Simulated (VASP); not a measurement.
# KTaO3 (Pm-3m) in VASP: a series of runs

The runs below take KTaO3 through single point, with PBE.

Program: VASP 6.6.1. These are calculated values, not measurements. Logs are shortened: lines on timing, memory, paths and dates and some standing lists are left out, and cuts for length are marked.

## (1) The cell of the first run

It takes space group Pm-3m (No. 221, cubic). The conventional cell has a = 4.023 Å, b = 4.023 Å, c = 4.023 Å, α = 90.00°, β = 90.00°, γ = 90.00°. Within 3.7 Å of K (site symmetry m-3m) lie 12 O at 2.84 Å and 8 Ta at 3.48 Å. Within 2.7 Å of Ta (site symmetry m-3m) lie 6 O at 2.01 Å. Within 2.7 Å of O (site symmetry 4/mmm) lie 2 Ta at 2.01 Å.

## (2) Single point, PBE, non-collinear spin, zero start, spin-orbit coupling

INCAR reads:

```
PREC = Accurate
ENCUT = 600
EDIFF = 1E-6
ISMEAR = 0
SIGMA = 0.02
LREAL = F
LASPH = T
NELM = 200
ALGO = Normal
ISIF = 2
LWAVE = F
LCHARG = F
MAGMOM = 0 0 0 0 0 0 0 0 0 0 0 0 0 0 0
LORBIT = 11
LSORBIT = T
GGA_COMPAT = F
LORBMOM = T
LMAXMIX = 4
GGA = PE
NBANDS = 55
```

KPOINTS reads:

```
regular mesh
0
Gamma
  8 8 8
```

POSCAR reads:

```
KTaO3
1.0
    4.0231154096      0.0000000000      0.0000000000
    0.0000000000      4.0231154096      0.0000000000
    0.0000000000      0.0000000000      4.0231154096
K Ta O
1 1 3
Direct
    0.5000000000      0.5000000000      0.5000000000
    0.0000000000      0.0000000000      0.0000000000
    0.5000000000      0.0000000000      0.0000000000
    0.0000000000      0.5000000000      0.0000000000
    0.0000000000      0.0000000000      0.5000000000
```

Potentials or basis: VASP PAW PBE potentials, release 64 (K_sv, Ta_sv_GW, O).

Launch:

```sh
> cat potpaw_PBE.64/K_sv/POTCAR potpaw_PBE.64/Ta_sv_GW/POTCAR potpaw_PBE.64/O/POTCAR > POTCAR
> mpirun -np 1 vasp_ncl > vasp.out
```

OUTCAR:

```text
PREC = Accurate
   ENCUT = 600
   EDIFF = 1E-6
   ISMEAR = 0
   LREAL = F
   LASPH = T
   NELM = 200
   ISIF = 2
   LORBIT = 11
   LSORBIT = T
   GGA = PE

 ion  position               nearest neighbor table
   1  0.500  0.500  0.500-   3 2.84   4 2.84   5 2.84   3 2.84   4 2.84   3 2.84   5 2.84   3 2.84
                             4 2.84   5 2.84   4 2.84   5 2.84   2 3.48   2 3.48   2 3.48   2 3.48
   2  0.000  0.000  0.000-   3 2.01   4 2.01   5 2.01   5 2.01   4 2.01   3 2.01   1 3.48   1 3.48
                             1 3.48   1 3.48   1 3.48   1 3.48   1 3.48   1 3.48
   3  0.500  0.000  0.000-   2 2.01   2 2.01   1 2.84   1 2.84   1 2.84   1 2.84
   4  0.000  0.500  0.000-   2 2.01   2 2.01   1 2.84   1 2.84   1 2.84   1 2.84
   5  0.000  0.000  0.500-   2 2.01   2 2.01   1 2.84   1 2.84   1 2.84   1 2.84

  LATTYP: Found a simple cubic cell.
 ALAT       =     4.0231154096

  Lattice vectors:

 A1 = (   4.0231154096,   0.0000000000,   0.0000000000)
 A2 = (   0.0000000000,   4.0231154096,   0.0000000000)
 A3 = (   0.0000000000,   0.0000000000,   4.0231154096)

Analysis of symmetry for initial positions (statically):
=====================================================================
 Subroutine PRICEL returns:
 Original cell was already a primitive cell.

 Routine SETGRP: Setting up the symmetry group for a
 simple cubic supercell.

 Subroutine GETGRP returns: Found 48 space group operations
 (whereof 48 operations were pure point group operations)
 out of a pool of 48 trial point group operations.

The static configuration has the point symmetry O_h .

Analysis of symmetry for dynamics (positions and initial velocities):
=====================================================================
 Subroutine PRICEL returns:
 Original cell was already a primitive cell.

 Routine SETGRP: Setting up the symmetry group for a
 simple cubic supercell.

 Subroutine GETGRP returns: Found 48 space group operations
 (whereof 48 operations were pure point group operations)
 out of a pool of 48 trial point group operations.

The dynamic configuration has the point symmetry O_h .

Analysis of structural, dynamic, and magnetic symmetry:
=====================================================================
 Subroutine PRICEL returns:
 Original cell was already a primitive cell.
[... 1536 lines left out ...]
 ------------------------------------------------
  1         0.000  -0.000   0.000  -0.000
  2         0.000   0.000   0.000   0.000
  3         0.000   0.000   0.000   0.000
  4         0.000   0.000   0.000   0.000
  5         0.000   0.000   0.000   0.000
 ------------------------------------------------
            0.000   0.000   0.000   0.000

 orbital moment (y)

 # of ion     p       d       f       tot
 ------------------------------------------------
  1        -0.000  -0.000   0.000  -0.000
  2        -0.000  -0.000  -0.000  -0.000
  3        -0.000   0.000   0.000  -0.000
  4         0.000   0.000   0.000   0.000
  5         0.000   0.000   0.000   0.000
 ------------------------------------------------
           -0.000  -0.000  -0.000  -0.000

 orbital moment (z)

 # of ion     p       d       f       tot
 ------------------------------------------------
  1         0.000   0.000   0.000   0.000
  2         0.000   0.000   0.000   0.000
  3        -0.000   0.000   0.000  -0.000
  4         0.000   0.000   0.000   0.000
  5         0.000   0.000   0.000   0.000
 ------------------------------------------------
           -0.000   0.000   0.000   0.000

 Spin-Orbit-Coupling matrix elements

 Ion:    1  E_soc:     -0.0079786
 l=   1
     0.0000000    -0.0013295    -0.0013295
    -0.0013295     0.0000000    -0.0013295
    -0.0013295    -0.0013295     0.0000000
 l=   2
     0.0000000    -0.0000000     0.0000000    -0.0000000    -0.0000003
    -0.0000000     0.0000000    -0.0000002    -0.0000000    -0.0000001
     0.0000000    -0.0000002     0.0000000    -0.0000002     0.0000000
    -0.0000000    -0.0000000    -0.0000002     0.0000000    -0.0000001
    -0.0000003    -0.0000001     0.0000000    -0.0000001     0.0000000
 l=   3
     0.0000000     0.0000000     0.0000000     0.0000000     0.0000000     0.0000000     0.0000000
     0.0000000     0.0000000     0.0000000     0.0000000     0.0000000     0.0000000     0.0000000
     0.0000000     0.0000000     0.0000000     0.0000000     0.0000000     0.0000000     0.0000000
     0.0000000     0.0000000     0.0000000     0.0000000     0.0000000     0.0000000     0.0000000
[... 69 lines left out ...]
 l=   2
     0.0000000     0.0000000     0.0000000     0.0000000     0.0000000
     0.0000000     0.0000000     0.0000000     0.0000000     0.0000000
     0.0000000     0.0000000     0.0000000     0.0000000     0.0000000
     0.0000000     0.0000000     0.0000000     0.0000000     0.0000000
     0.0000000     0.0000000     0.0000000     0.0000000     0.0000000
 l=   3
     0.0000000     0.0000000     0.0000000     0.0000000     0.0000000     0.0000000     0.0000000
     0.0000000     0.0000000     0.0000000     0.0000000     0.0000000     0.0000000     0.0000000
     0.0000000     0.0000000     0.0000000     0.0000000     0.0000000     0.0000000     0.0000000
     0.0000000     0.0000000     0.0000000     0.0000000     0.0000000     0.0000000     0.0000000
     0.0000000     0.0000000     0.0000000     0.0000000     0.0000000     0.0000000     0.0000000
     0.0000000     0.0000000     0.0000000     0.0000000     0.0000000     0.0000000     0.0000000
     0.0000000     0.0000000     0.0000000     0.0000000     0.0000000     0.0000000     0.0000000

 total charge

# of ion       s       p       d       f       tot
--------------------------------------------------
    1        1.961   5.606   0.045   0.000   7.612
    2        3.182   6.105   1.949   0.224  11.460
    3        1.558   3.509   0.000   0.000   5.067
    4        1.558   3.509   0.000   0.000   5.067
    5        1.558   3.509   0.000   0.000   5.067
--------------------------------------------------
tot          9.816  22.237   1.994   0.224  34.272

 magnetization (x)

# of ion       s       p       d       f       tot
--------------------------------------------------
    1        0.000   0.000   0.000   0.000   0.000
    2        0.000   0.000   0.000  -0.000   0.000
    3        0.000   0.000   0.000   0.000   0.000
    4       -0.000   0.000   0.000   0.000  -0.000
    5        0.000   0.000   0.000   0.000   0.000
--------------------------------------------------
tot          0.000   0.000   0.000  -0.000   0.000

 magnetization (y)

# of ion       s       p       d       f       tot
--------------------------------------------------
    1        0.000  -0.000   0.000   0.000   0.000
    2        0.000  -0.000   0.000   0.000   0.000
    3        0.000   0.000   0.000   0.000   0.000
    4        0.000   0.000   0.000   0.000   0.000
    5       -0.000  -0.000   0.000   0.000  -0.000
--------------------------------------------------
tot          0.000  -0.000   0.000   0.000   0.000

 magnetization (z)

# of ion       s       p       d       f       tot
--------------------------------------------------
    1       -0.000  -0.000   0.000   0.000  -0.000
    2       -0.000  -0.000  -0.000  -0.000  -0.000
    3        0.000  -0.000   0.000   0.000   0.000
    4        0.000  -0.000   0.000   0.000   0.000
    5       -0.000  -0.000   0.000   0.000  -0.000
--------------------------------------------------
tot         -0.000  -0.000  -0.000  -0.000  -0.000
```

OSZICAR:

```text
N       E                     dE             d eps       ncg     rms          rms(c)
DAV:   1     0.392709685881E+03    0.39271E+03   -0.23976E+04  3850   0.162E+03
DAV:   2    -0.246025836693E+02   -0.41731E+03   -0.39741E+03  4721   0.428E+02
DAV:   3    -0.546591729720E+02   -0.30057E+02   -0.29838E+02  5348   0.115E+02
[... 15 lines left out ...]
DAV:  19    -0.449859943421E+02    0.73712E-06   -0.27352E-03  5830   0.273E-01    0.734E-01
DAV:  20    -0.449859959106E+02   -0.15685E-05   -0.76357E-05  5058   0.453E-02    0.267E-01
DAV:  21    -0.449859970989E+02   -0.11884E-05   -0.45799E-06  5162   0.139E-02    0.102E-01
DAV:  22    -0.449859931631E+02    0.39358E-05   -0.86205E-06  4321   0.208E-02    0.851E-02
DAV:  23    -0.449859928694E+02    0.29373E-06   -0.15767E-06  4109   0.784E-03
   1 F= -.44985993E+02 E0= -.44985993E+02  d E =-.639468E-27  mag=    -0.0000     0.0000     0.0000
```

It took 5.7 min on 1 thread of Intel Xeon Platinum 8259CL at 2.50GHz (Skylake/Cascade Lake), shared host; peak memory 0.47 GiB.

Results:

| Quantity | Value |
| --- | --- |
| Free energy | -44.9860 eV |
| Pressure | 0.3 GPa |
| Net moment | 0.00 μB per cell |
| Valence electrons inside the program's atomic spheres | K 7.61; Ta 11.46; O 5.07 |

Moments on the atoms (μB; x, y, z):
```
K   0.00 0.00 0.00
Ta  0.00 0.00 0.00
O   0.00 0.00 0.00
O   0.00 0.00 0.00
O   0.00 0.00 0.00
```

## (3) Single point, PBE, non-collinear spin, zero start, spin-orbit coupling

INCAR: that of step 2 with these lines changed.

```diff
@@ -12,2 +12,3 @@
 LCHARG = F
+LNONCOLLINEAR = T
 MAGMOM = 0 0 0 0 0 0 0 0 0 0 0 0 0 0 0
```

KPOINTS reads:

```
Automatic mesh
0
Gamma
  8 8 8
```

POSCAR is that of step 2.

Potentials or basis: VASP PAW PBE potentials, release 64 (K_sv, Ta_sv_GW, O).

Launch:

```sh
> cat potpaw_PBE.64/K_sv/POTCAR potpaw_PBE.64/Ta_sv_GW/POTCAR potpaw_PBE.64/O/POTCAR > POTCAR
> mpirun -np 1 vasp_ncl > vasp.out
```

Wall time 4.5 min (1 thread of Intel Xeon 6975P-C (Granite Rapids), shared host); peak memory 0.46 GiB.

The run converged. Its results:

| Property | Result |
| --- | --- |
| Free energy | -44.9860 eV |
| Pressure | 0.3 GPa |
| Net moment | 0.00 μB per cell |
| Valence electrons inside the program's atomic spheres | K 7.61; Ta 11.46; O 5.07 |

Moments on the atoms (μB; x, y, z):
```
K   0.00 0.00 0.00
Ta  0.00 0.00 0.00
O   0.00 0.00 0.00
O   0.00 0.00 0.00
O   0.00 0.00 0.00
```
